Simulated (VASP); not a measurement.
# MgO (Cm) in VASP: a series of runs, part 2 of 2

VASP 6.6.1. Earlier steps stand in the parts before.

**5. Single point, LDA (atom 1 (Mg) moved by -0.416 Å along [1 1 0] and -0.208 Å along [0 0 1])**

The input, INCAR:

```
SYSTEM = MgO
PREC = Accurate
ENCUT = 520
EDIFF = 1E-6
ISMEAR = 0
SIGMA = 0.05
LREAL = .False.
LASPH = .True.
NELM = 80
ALGO = Normal
ISIF = 2
LWAVE = .False.
LCHARG = .False.
NBANDS = 26
```

The input, KPOINTS:

```
Automatic mesh
0
Gamma
  6 6 6
  0 0 0
```

The input, POSCAR:

```
MgO
1.0
    4.1607146133      0.0000000000      0.0000000000
    0.0000000000     -4.1607146133      0.0000000000
    0.0000000000      0.0000000000     -4.1607146133
Mg O
4 4
Direct
   -0.0706985334      1.0706985334      1.0499914124
    0.5000000000      0.5000000000      1.0000000000
    0.5000000000      1.0000000000      0.5000000000
    0.0000000000      0.5000000000      0.5000000000
    0.5000000000      0.0000000000      0.0000000000
    0.0000000000      0.5000000000      0.0000000000
    0.0000000000      0.0000000000      0.5000000000
    0.5000000000      0.5000000000      0.5000000000
```

Command:

```sh
cat potpaw_LDA.64/Mg/POTCAR potpaw_LDA.64/O/POTCAR > POTCAR
mpirun -np 1 vasp_std > vasp.out
```

Wall time 3 min (1 thread of AMD EPYC, shared host); peak memory 0.19 GiB.

It converged, with:

- Free energy: -52.5806 eV
- Pressure: 5.1 GPa
- Largest force: 5.316 eV/Å
- Band gap on the k mesh: 4.95 eV, direct

Forces on the atoms (eV/Å):
```
Mg   3.511  3.511  1.897
Mg  -0.967 -0.967  0.231
Mg  -0.857  0.295 -0.664
Mg   0.295 -0.857 -0.664
O   -1.512 -0.213 -0.142
O   -0.213 -1.512 -0.142
O   -0.368 -0.368 -0.604
O    0.110  0.110  0.087
```

Stress tensor (GPa, compression positive):
```
 6.51 -1.12 -0.59
-1.12  6.51 -0.59
-0.59 -0.59  2.25
```

Levels at points of the mesh, in eV from the valence-band top:
```tsv
k point	band 14	band 15	band 16	band 17	band 18	band 19
(0.00, 0.00, 0.00)	-0.10	-0.09	0.00	4.95	8.62	9.01
(0.50, 0.00, 0.00)	-0.88	-0.80	-0.70	8.05	8.38	10.36
(0.00, 0.00, 0.50)	-0.84	-0.81	-0.74	8.14	8.36	10.41
(0.50, 0.50, 0.00)	-0.77	-0.74	-0.52	9.19	9.59	9.66
(0.00, 0.50, 0.50)	-0.80	-0.78	-0.50	9.25	9.56	9.68
(0.50, 0.50, 0.50)	-0.72	-0.52	-0.48	7.69	7.97	7.97
```

Caveat: the cell differs from its parent crystal (atom 1 (Mg) moved by -0.416 Å along [1 1 0] and -0.208 Å along [0 0 1]); forces of over 1 eV/Å act on the atoms, so gaps and moduli don't describe the material at rest.

**6. Single point, LDA (atom 1 (Mg) moved by -0.208 Å along [1 1 0] and -0.208 Å along [0 0 1])**

The input, INCAR:

```
SYSTEM = MgO
PREC     = Accurate       ! precision mode
ENCUT    = 520            ! plane-wave cutoff, eV
EDIFF    = 1E-7           ! SCF threshold, eV
ISMEAR   = 0              ! smearing method
SIGMA    = 0.05           ! smearing width, eV
LREAL    = .False.        ! projectors in reciprocal space
LASPH    = .True.         ! aspherical terms in the spheres
NELM     = 60             ! most SCF steps
ALGO     = Normal         ! electronic algorithm
ISIF     = 2              ! what is computed and relaxed
LWAVE    = .False.        ! write WAVECAR
LCHARG   = .False.        ! write CHGCAR
NBANDS   = 26             ! bands
```

KPOINTS is that of step 5.

POSCAR: that of step 5 with these lines changed.

```diff
@@ -8,3 +8,3 @@
 Direct
-   -0.0706985334      1.0706985334      1.0499914124
+   -0.0353492667      1.0353492667      1.0499914124
     0.5000000000      0.5000000000      1.0000000000
```

Potentials or basis: VASP PAW LDA potentials, release 64 (Mg, O).

Command:

```sh
cat potpaw_LDA.64/Mg/POTCAR potpaw_LDA.64/O/POTCAR > POTCAR
mpirun -np 1 vasp_std > vasp.out
```

OUTCAR:

```text
SYSTEM = MgO
   PREC = Accurate
   ENCUT = 520
   EDIFF = 1E-7
   ISMEAR = 0
   LREAL = .False.
   LASPH = .True.
   NELM = 60
   ISIF = 2

 ion  position               nearest neighbor table
   1  0.965  0.035  0.050-   7 1.88   6 1.95   5 1.95   5 2.24   6 2.24   7 2.30   4 2.70   3 2.70
                             2 2.74   4 2.91   3 2.91   2 2.96   2 2.96   3 3.00   4 3.00   2 3.16
   2  0.500  0.500  0.000-   5 2.08   6 2.08   8 2.08   8 2.08   5 2.08   6 2.08   1 2.74   4 2.94
                             4 2.94   3 2.94   3 2.94   3 2.94   4 2.94   3 2.94   4 2.94   1 2.96
   3  0.500  0.000  0.500-   5 2.08   7 2.08   8 2.08   5 2.08   8 2.08   7 2.08   1 2.70   1 2.91
                             2 2.94   4 2.94   2 2.94   2 2.94   2 2.94   4 2.94   4 2.94   4 2.94
   4  0.000  0.500  0.500-   6 2.08   7 2.08   8 2.08   6 2.08   7 2.08   8 2.08   1 2.70   1 2.91
                             3 2.94   3 2.94   2 2.94   2 2.94   3 2.94   2 2.94   2 2.94   3 2.94
   5  0.500  0.000  0.000-   1 1.95   2 2.08   3 2.08   3 2.08   2 2.08   1 2.24
   6  0.000  0.500  0.000-   1 1.95   2 2.08   4 2.08   4 2.08   2 2.08   1 2.24
   7  0.000  0.000  0.500-   1 1.88   3 2.08   4 2.08   4 2.08   3 2.08   1 2.30
   8  0.500  0.500  0.500-   2 2.08   3 2.08   4 2.08   2 2.08   3 2.08   4 2.08

  LATTYP: Found a simple cubic cell.
 ALAT       =     4.1607146133
[... 206 lines left out ...]
      5      -1.1679      2.00000
      6      -1.1353      2.00000
[... 685 lines left out ...]
     25      15.8120      0.00000
     26      16.7011      0.00000

 [... further k-points ...]

------------------------ aborting loop because EDIFF is reached ----------------------------------------

  FORCE on cell =-STRESS in cart. coord.  units (eV):
  Direction    XX          YY          ZZ          XY          YZ          ZX
  --------------------------------------------------------------------------------------
  -------------------------------------------------------------------------------------
  Total        0.1203956      0.1203956      1.0891474     -0.0525769     -0.0982560     -0.0982561
  in kB        2.6780419      2.6780419     24.2266552     -1.1695037     -2.1855769     -2.1855771
  external PRESSURE =       9.8609130 kB  Pullay stress =       0.0000000 kB

 VOLUME and BASIS-vectors are now :
 -----------------------------------------------------------------------------
  energy-cutoff  :      520.00
  volume of cell :       72.03
      direct lattice vectors                 reciprocal lattice vectors
     4.160714613  0.000000000  0.000000000     0.240343329  0.000000000  0.000000000
     0.000000000 -4.160714613  0.000000000     0.000000000 -0.240343329  0.000000000
     0.000000000  0.000000000 -4.160714613     0.000000000  0.000000000 -0.240343329

 POSITION                                       TOTAL-FORCE (eV/Angst)
 -----------------------------------------------------------------------------------
      4.01364     -0.14708     -0.20800         1.529243      1.529243      2.463266
      2.08036     -2.08036      0.00000        -0.414041     -0.414041      0.183375
      2.08036      0.00000     -2.08036        -0.440944      0.136234     -0.593805
      0.00000     -2.08036     -2.08036         0.136234     -0.440944     -0.593805
      2.08036      0.00000      0.00000        -0.495253     -0.199486     -0.286082
      0.00000     -2.08036      0.00000        -0.199486     -0.495253     -0.286082
      0.00000      0.00000     -2.08036        -0.163088     -0.163088     -0.949932
      2.08036     -2.08036     -2.08036         0.047335      0.047335      0.063064
 -----------------------------------------------------------------------------------
    total drift:                                0.000128      0.000128      0.000199

  FREE ENERGIE OF THE ION-ELECTRON SYSTEM (eV)
  ---------------------------------------------------
  free  energy   TOTEN  =       -53.3066369577 eV

  energy  without entropy=      -53.3066369577  energy(sigma->0) =      -53.30663696
```

Wall time 3 min (1 thread of AMD EPYC, shared host); peak memory 0.18 GiB.

Results:

| Property | Result |
| --- | --- |
| Free energy | -53.3066 eV |
| Pressure | 1.0 GPa |
| Largest force | 3.278 eV/Å |
| Band gap on the k mesh | 5.00 eV, direct |

Forces in eV/Å, atoms in the order of the input:
```
Mg   1.529  1.529  2.463
Mg  -0.414 -0.414  0.183
Mg  -0.441  0.136 -0.594
Mg   0.136 -0.441 -0.594
O   -0.495 -0.199 -0.286
O   -0.199 -0.495 -0.286
O   -0.163 -0.163 -0.950
O    0.047  0.047  0.063
```

Levels at points of the mesh, in eV from the valence-band top:
| k point | band 13 | band 14 | band 15 | band 16 | band 17 | band 18 | band 19 | band 20 |
| --- | --- | --- | --- | --- | --- | --- | --- | --- |
| (0.00, 0.00, 0.00) | -1.40 | -0.04 | -0.03 | 0.00 | 5.00 | 8.82 | 8.97 | 8.99 |
| (0.50, 0.00, 0.00) | -0.83 | -0.81 | -0.79 | -0.76 | 8.22 | 8.38 | 10.69 | 11.12 |
| (0.00, 0.00, 0.50) | -0.84 | -0.83 | -0.77 | -0.74 | 8.17 | 8.39 | 10.64 | 11.24 |
| (0.50, 0.50, 0.00) | -0.76 | -0.75 | -0.72 | -0.61 | 9.47 | 9.64 | 9.67 | 9.80 |
| (0.00, 0.50, 0.50) | -0.76 | -0.73 | -0.72 | -0.63 | 9.44 | 9.62 | 9.68 | 9.83 |
| (0.50, 0.50, 0.50) | -0.73 | -0.71 | -0.63 | -0.61 | 7.86 | 7.96 | 7.98 | 8.01 |

Caveat: the cell differs from its parent crystal (atom 1 (Mg) moved by -0.208 Å along [1 1 0] and -0.208 Å along [0 0 1]); forces of over 1 eV/Å act on the atoms, so gaps and moduli don't describe the material at rest.

**7. Single point, LDA (atom 1 (Mg) moved by -0.416 Å along [1 1 0] and -0.416 Å along [0 0 1])**

The input, INCAR:

```
ALGO = Normal ; EDIFF = 1E-6
ENCUT = 520 ; ISIF = 2
ISMEAR = 0 ; LASPH = T
LCHARG = F ; LREAL = F
LWAVE = F ; NBANDS = 26
NELM = 80 ; PREC = Accurate
SIGMA = 0.05
```

The input, KPOINTS:

```
k-points
0
Gamma
  6 6 6
```

POSCAR: that of step 6 with these lines changed.

```diff
@@ -8,3 +8,3 @@
 Direct
-   -0.0353492667      1.0353492667      1.0499914124
+   -0.0706985334      1.0706985334      1.0999828247
     0.5000000000      0.5000000000      1.0000000000
```

Potentials or basis: VASP PAW LDA potentials, release 64 (Mg, O).

Command:

```sh
cat potpaw_LDA.64/Mg/POTCAR potpaw_LDA.64/O/POTCAR > POTCAR
mpirun -np 1 vasp_std > vasp.out
```

OUTCAR:

```text
EDIFF = 1E-6
   ENCUT = 520
   ISIF = 2
   ISMEAR = 0
   LASPH = T
   LREAL = F
   NELM = 80
   PREC = Accurate

 ion  position               nearest neighbor table
   1  0.929  0.071  0.100-   7 1.72   6 1.86   5 1.86   5 2.43   6 2.43   3 2.46   4 2.46   7 2.53
                             2 2.56   4 2.91   3 2.91   2 3.00   2 3.00   3 3.08   4 3.08   2 3.38
   2  0.500  0.500  0.000-   5 2.08   6 2.08   8 2.08   8 2.08   5 2.08   6 2.08   1 2.56   4 2.94
                             4 2.94   3 2.94   3 2.94   3 2.94   4 2.94   3 2.94   4 2.94   1 3.00
   3  0.500  0.000  0.500-   5 2.08   7 2.08   8 2.08   5 2.08   8 2.08   7 2.08   1 2.46   1 2.91
[... 916 lines left out ...]
  external PRESSURE =      91.2170203 kB  Pullay stress =       0.0000000 kB

 VOLUME and BASIS-vectors are now :
 -----------------------------------------------------------------------------
  energy-cutoff  :      520.00
  volume of cell :       72.03
      direct lattice vectors                 reciprocal lattice vectors
     4.160714613  0.000000000  0.000000000     0.240343329  0.000000000  0.000000000
     0.000000000 -4.160714613  0.000000000     0.000000000 -0.240343329  0.000000000
     0.000000000  0.000000000 -4.160714613     0.000000000  0.000000000 -0.240343329

 POSITION                                       TOTAL-FORCE (eV/Angst)
 -----------------------------------------------------------------------------------
      3.86656     -0.29416     -0.41600         2.598140      2.598140      6.270026
      2.08036     -2.08036      0.00000        -0.897710     -0.897710      0.430521
      2.08036      0.00000     -2.08036        -1.120928      0.368641     -1.345646
      0.00000     -2.08036     -2.08036         0.368641     -1.120928     -1.345646
      2.08036      0.00000      0.00000        -0.997364     -0.260802     -0.401131
      0.00000     -2.08036      0.00000        -0.260802     -0.997364     -0.401131
      0.00000      0.00000     -2.08036         0.162741      0.162741     -3.377329
      2.08036     -2.08036     -2.08036         0.147283      0.147283      0.170336
 -----------------------------------------------------------------------------------
    total drift:                                0.000312      0.000312      0.000276

  FREE ENERGIE OF THE ION-ELECTRON SYSTEM (eV)
  ---------------------------------------------------
  free  energy   TOTEN  =       -51.8013893683 eV

  energy  without entropy=      -51.8013893683  energy(sigma->0) =      -51.80138937
```

OSZICAR:

```text
N       E                     dE             d eps       ncg     rms          rms(c)
DAV:   1     0.138589463349E+03    0.13859E+03   -0.15850E+04  3544   0.113E+03
DAV:   2    -0.497029024110E+02   -0.18829E+03   -0.18019E+03  4666   0.250E+02
DAV:   3    -0.585897200896E+02   -0.88868E+01   -0.88482E+01  4512   0.535E+01
DAV:   4    -0.586372743376E+02   -0.47554E-01   -0.47532E-01  4078   0.453E+00
DAV:   5    -0.586374795549E+02   -0.20522E-03   -0.20520E-03  4190   0.299E-01    0.147E+01
DAV:   6    -0.520736486580E+02    0.65638E+01   -0.20403E+01  3722   0.282E+01    0.442E+00
DAV:   7    -0.519121055341E+02    0.16154E+00   -0.35932E-01  3638   0.421E+00    0.268E+00
DAV:   8    -0.518044416803E+02    0.10766E+00   -0.14401E-01  4136   0.324E+00    0.481E-01
DAV:   9    -0.518015162846E+02    0.29254E-02   -0.10688E-02  4246   0.754E-01    0.149E-01
DAV:  10    -0.518014224099E+02    0.93875E-04   -0.15367E-03  4144   0.265E-01    0.667E-02
DAV:  11    -0.518013909619E+02    0.31448E-04   -0.17235E-04  4226   0.110E-01    0.168E-02
DAV:  12    -0.518013906447E+02    0.31724E-06   -0.31755E-05  3864   0.427E-02    0.115E-02
DAV:  13    -0.518013895155E+02    0.11292E-05   -0.39615E-06  3766   0.152E-02    0.366E-03
DAV:  14    -0.518013893683E+02    0.14719E-06   -0.65891E-07  1936   0.796E-03
   1 F= -.51801389E+02 E0= -.51801389E+02  d E =-.134482E-14
```

stdout:

```text
POSCAR found type information on POSCAR MgO
 POSCAR found :  2 types and       8 ions
 scaLAPACK will be used
 LDA part: xc-table for (Slater(with rela. corr.)+CA(PZ))
 , standard interpolation
 POSCAR, INCAR and KPOINTS ok, starting setup
 FFT: planning ... GRIDC
 FFT: planning ... GRID_SOFT
 FFT: planning ... GRID
 WAVECAR not read
 entering main loop
```

It took 2.8 min on 1 thread of AMD EPYC, shared host; peak memory 0.19 GiB.

What came out:

```
Free energy            : -51.8014 eV
Pressure               : 9.1 GPa
Largest force          : 7.267 eV/Å
Band gap on the k mesh : 4.89 eV, direct
```

Forces on the atoms (eV/Å):
```
Mg   2.598  2.598  6.270
Mg  -0.898 -0.898  0.431
Mg  -1.121  0.369 -1.346
Mg   0.369 -1.121 -1.346
O   -0.997 -0.261 -0.401
O   -0.261 -0.997 -0.401
O    0.163  0.163 -3.377
O    0.147  0.147  0.170
```

Caveat: the cell differs from its parent crystal (atom 1 (Mg) moved by -0.416 Å along [1 1 0] and -0.416 Å along [0 0 1]); forces of over 1 eV/Å act on the atoms, so gaps and moduli don't describe the material at rest.
